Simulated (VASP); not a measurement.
# Te2Mo (P2_1/m) in VASP: further runs, part 2 of 2

VASP 6.6.1. The steps go on from the part before.

### 3 Single point, PBE

This run uses another cell than the first one, of 24.80 Å³/atom.

Input file INCAR:

```
ALGO     = Normal         # electronic algorithm
EDIFF    = 1E-6           # SCF threshold, eV
ENCUT    = 520            # plane-wave cutoff, eV
GGA      = PE             # functional
ISIF     = 2              # what is computed and relaxed
ISMEAR   = -1             # smearing method
LASPH    = T              # aspherical terms in the spheres
LCHARG   = T              # write CHGCAR
LELF     = T              # ELF
LREAL    = F              # projectors in reciprocal space
LVHAR    = T            
LWAVE    = F              # write WAVECAR
NBANDS   = 64             # bands
NELM     = 80             # most SCF steps
PREC     = Accurate       # precision mode
SIGMA    = 0.05           # smearing width, eV
```

Input file KPOINTS:

```
k-points
0
Gamma
  4 8 2
```

Input file POSCAR:

```
Te2Mo
1.0
    6.2875154984      0.0000000000      0.0000000000
    0.0000000000      3.4457174193      0.0000000000
   -0.9404401904      0.0000000000     13.7348181532
Te Mo
8 4
Direct
    0.9437000000      0.7500000000      0.6045000000
    0.0563000000      0.2500000000      0.3955000000
    0.9030000000      0.2500000000      0.8514000000
    0.0970000000      0.7500000000      0.1486000000
    0.4112000000      0.7500000000      0.8955000000
    0.5888000000      0.2500000000      0.1045000000
    0.4432000000      0.2500000000      0.6484000000
    0.5568000000      0.7500000000      0.3516000000
    0.8167000000      0.7500000000      0.9926000000
    0.1833000000      0.2500000000      0.0074000000
    0.6819000000      0.2500000000      0.4934000000
    0.3181000000      0.7500000000      0.5066000000
```

Potentials or basis: VASP PAW PBE potentials, release 64 (Te, Mo_sv).

Command:

```sh
cat potpaw_PBE.64/Te/POTCAR potpaw_PBE.64/Mo_sv/POTCAR > POTCAR
mpirun -np 1 vasp_std > vasp.out
```

OUTCAR:

```text
EDIFF = 1E-6
   ENCUT = 520
   GGA = PE
   ISIF = 2
   ISMEAR = -1
   LASPH = T
   LREAL = F
   NELM = 80
   PREC = Accurate

 ion  position               nearest neighbor table
   1  0.944  0.750  0.605-  11 2.77  11 2.77  12 2.79   2 3.47   2 3.47   7 3.60   7 3.60   7 3.67
                             7 3.67
   2  0.056  0.250  0.395-  12 2.77  12 2.77  11 2.79   1 3.47   1 3.47   8 3.60   8 3.60   8 3.67
                             8 3.67
   3  0.903  0.250  0.851-   9 2.68   9 2.68  10 2.68   5 3.63   5 3.63   5 3.64   5 3.64
   4  0.097  0.750  0.149-  10 2.68  10 2.68   9 2.68   6 3.63   6 3.63   6 3.64   6 3.64
   5  0.411  0.750  0.895-  10 2.77  10 2.77   9 2.80   6 3.47   6 3.47   3 3.63   3 3.63   3 3.64
                             3 3.64
   6  0.589  0.250  0.105-   9 2.77   9 2.77  10 2.80   5 3.47   5 3.47   4 3.63   4 3.63   4 3.64
                             4 3.64
   7  0.443  0.250  0.648-  12 2.68  12 2.68  11 2.69   1 3.60   1 3.60   1 3.67   1 3.67
   8  0.557  0.750  0.352-  11 2.68  11 2.68  12 2.69   2 3.60   2 3.60   2 3.67   2 3.67
   9  0.817  0.750  0.993-   3 2.68   3 2.68   4 2.68   6 2.77   6 2.77   5 2.80  10 2.87  10 2.87

  10  0.183  0.250  0.007-   4 2.68   4 2.68   3 2.68   5 2.77   5 2.77   6 2.80   9 2.87   9 2.87

  11  0.682  0.250  0.493-   8 2.68   8 2.68   7 2.69   1 2.77   1 2.77   2 2.79  12 2.88  12 2.88

  12  0.318  0.750  0.507-   7 2.68   7 2.68   8 2.69   2 2.77   2 2.77   1 2.79  11 2.88  11 2.88

  LATTYP: Found a simple monoclinic cell.
 ALAT       =     6.2875154984
 B/A-ratio  =     0.5480252765
 C/A-ratio  =     2.1895734597
 COS(beta)  =    -0.0683113065

  Lattice vectors:

 A1 = (   6.2875154984,   0.0000000000,   0.0000000000)
 A2 = (   0.0000000000,   3.4457174193,   0.0000000000)
 A3 = (  -0.9404401904,   0.0000000000,  13.7348181532)

Analysis of symmetry for initial positions (statically):
=====================================================================
 Subroutine PRICEL returns:
 Original cell was already a primitive cell.

 Routine SETGRP: Setting up the symmetry group for a
[... 167 lines left out ...]
   GGA     = PE    functional components
   LHFCALC =     F    Hartree Fock is set to
   AEXX    =    0.0000 exact exchange contribution
   IVDW    =     0    specifies the selected vdW correction
   LEPSILON=     F    determine dielectric tensor
   LRPA    =     F    only Hartree local field effects (RPA)
 non-spin polarized calculation
  energy-cutoff  :      520.00
  volume of cell :      297.56
 maximum number of plane-waves:      8065
 NGX is ok and might be reduce to    48
   NGX = 23   NGY = 13   NGZ = 51

 number of electron     103.9999997 magnetization

 Free energy of the ion-electron system (eV)
  ---------------------------------------------------
  ext. energy  EPLUGINS =         0.00000000
  ---------------------------------------------------
  free energy    TOTEN  =       -71.66734441 eV

  energy without entropy =      -71.63255716  energy(sigma->0) =      -71.64995078

 E-fermi :   8.5151     XC(G=0): -10.4594

 val. band max:        8.5068724411   @ k =   0.0000   0.1250   0.0000
 cond. band min:       8.5211040914   @ k =   0.5000   0.0000   0.5000
 fundamental gap:      0.0142316503
 Fermi energy:         8.5150567516

 k-point     1 :       0.0000    0.0000    0.0000
  band No.  band energies     occupation
      1     -52.5504      2.00000
      2     -52.5256      2.00000
      3     -52.4883      2.00000
      4     -52.4620      2.00000
      5     -26.8238      2.00000
      6     -26.8023      2.00000
[... 1597 lines left out ...]
     63      10.8599      0.00000
     64      11.0000      0.00000

 [... further k-points ...]
[... 5 lines left out ...]
  --------------------------------------------------------------------------------------
  -------------------------------------------------------------------------------------
  Total        9.4748255      8.3304572      8.5855628      0.0000000      0.0000000      0.1561628
  in kB       51.0152667     44.8536488     46.2272130      0.0000000      0.0000000      0.8408267
  external PRESSURE =      47.3653762 kB  Pullay stress =       0.0000000 kB

 VOLUME and BASIS-vectors are now :
 -----------------------------------------------------------------------------
  energy-cutoff  :      520.00
  volume of cell :      297.56
      direct lattice vectors                 reciprocal lattice vectors
     6.287515498  0.000000000  0.000000000     0.159045334  0.000000000  0.010890033
     0.000000000  3.445717419  0.000000000     0.000000000  0.290215325  0.000000000
    -0.940440190  0.000000000 13.734818153     0.000000000  0.000000000  0.072807662

 POSITION                                       TOTAL-FORCE (eV/Angst)
 -----------------------------------------------------------------------------------
      5.36503      2.58429      8.30270         0.097487      0.000000      0.252295
     -0.01796      0.86143      5.43212        -0.097487      0.000000     -0.252295
      4.87694      0.86143     11.69382        -0.005889      0.000000     -0.476256
      0.47014      2.58429      2.04099         0.005889      0.000000      0.476256
      1.74326      2.58429     12.29953         0.075945     -0.000000     -0.208875
      3.60381      0.86143      1.43529        -0.075945      0.000000      0.208875
      2.17685      0.86143      8.90566        -0.023402     -0.000000      0.433747
      3.17023      2.58429      4.82916         0.023402      0.000000     -0.433747
      4.20153      2.58429     13.63318        -0.000680      0.000000      0.051125
      1.14554      0.86143      0.10164         0.000680      0.000000     -0.051125
      3.82344      0.86143      6.77676        -0.100528      0.000000      0.070127
      1.52363      2.58429      6.95806         0.100528      0.000000     -0.070127
 -----------------------------------------------------------------------------------
    total drift:                               -0.000000      0.000000     -0.000000

  FREE ENERGIE OF THE ION-ELECTRON SYSTEM (eV)
  ---------------------------------------------------
  free  energy   TOTEN  =       -71.6673444066 eV

  energy  without entropy=      -71.6325571566  energy(sigma->0) =      -71.64995078
```

OSZICAR:

```text
N       E                     dE             d eps       ncg     rms          rms(c)
DAV:   1     0.868743934859E+03    0.86874E+03   -0.53527E+04  4432   0.146E+03
DAV:   2    -0.147053914487E+02   -0.88345E+03   -0.85967E+03  4712   0.348E+02
DAV:   3    -0.718796734119E+02   -0.57174E+02   -0.55457E+02  4616   0.753E+01
[... 12 lines left out ...]
DAV:  16    -0.716673602484E+02    0.23419E-05   -0.12790E-05  4048   0.106E-02    0.117E-01
DAV:  17    -0.716673538383E+02    0.64100E-05   -0.55808E-06  3824   0.824E-03    0.858E-02
DAV:  18    -0.716673460667E+02    0.77717E-05   -0.12171E-05  4880   0.125E-02    0.314E-02
DAV:  19    -0.716673449357E+02    0.11310E-05   -0.14777E-06  2416   0.462E-03    0.136E-02
DAV:  20    -0.716673444066E+02    0.52909E-06   -0.11591E-06  2416   0.329E-03
   1 F= -.71667344E+02 E0= -.71649951E+02  d E =-.347872E-01
```

stdout:

```text
POSCAR found type information on POSCAR TeMo
 POSCAR found :  2 types and      12 ions
 scaLAPACK will be used
 LDA part: xc-table for (Slater+PW92), standard interpolation
 POSCAR, INCAR and KPOINTS ok, starting setup
 FFT: planning ... GRIDC
 FFT: planning ... GRID_SOFT
 FFT: planning ... GRID
 WAVECAR not read
 entering main loop
```

Wall time 7 min (1 thread of Intel Xeon 6975P-C (Granite Rapids), shared host); peak memory 0.64 GiB.

Results:

- Free energy: -71.6673 eV
- Pressure: 4.7 GPa
- Largest force: 0.476 eV/Å
- Band gap on the k mesh: zero (bands 52 and 53 overlap by 0.23 eV)

Forces in eV/Å, atoms in the order of the input:
```
Te   0.097  0.000  0.252
Te  -0.097  0.000 -0.252
Te  -0.006  0.000 -0.476
Te   0.006  0.000  0.476
Te   0.076  0.000 -0.209
Te  -0.076  0.000  0.209
Te  -0.023  0.000  0.434
Te   0.023  0.000 -0.434
Mo  -0.001  0.000  0.051
Mo   0.001  0.000 -0.051
Mo  -0.101  0.000  0.070
Mo   0.101  0.000 -0.070
```

Levels at points of the mesh, in eV from the Fermi level:
```csv
k point,band 49,band 50,band 51,band 52,band 53,band 54,band 55,band 56
"(0.00, 0.00, 0.00)",-0.44,-0.12,0.10,0.13,0.43,0.69,0.93,1.03
"(0.50, 0.00, 0.00)",-0.90,-0.85,-0.65,-0.56,-0.10,-0.03,0.93,0.95
"(0.00, 0.50, 0.00)",-1.55,-1.55,-1.49,-1.49,1.03,1.03,1.19,1.19
"(0.50, 0.50, 0.00)",-1.09,-1.09,-1.00,-1.00,1.03,1.03,1.10,1.10
"(0.00, 0.00, 0.50)",-0.06,-0.01,-0.01,-0.01,0.45,0.57,0.95,1.01
"(0.50, 0.00, 0.50)",-0.91,-0.84,-0.66,-0.41,-0.05,0.01,0.89,0.98
"(0.00, 0.50, 0.50)",-1.60,-1.60,-1.50,-1.50,1.01,1.01,1.18,1.18
"(0.50, 0.50, 0.50)",-1.09,-1.09,-1.00,-1.00,1.05,1.05,1.07,1.07
```

Caveat: the cell stands under pressure; spin-orbit coupling is left out, which moves the levels of the heavy elements.
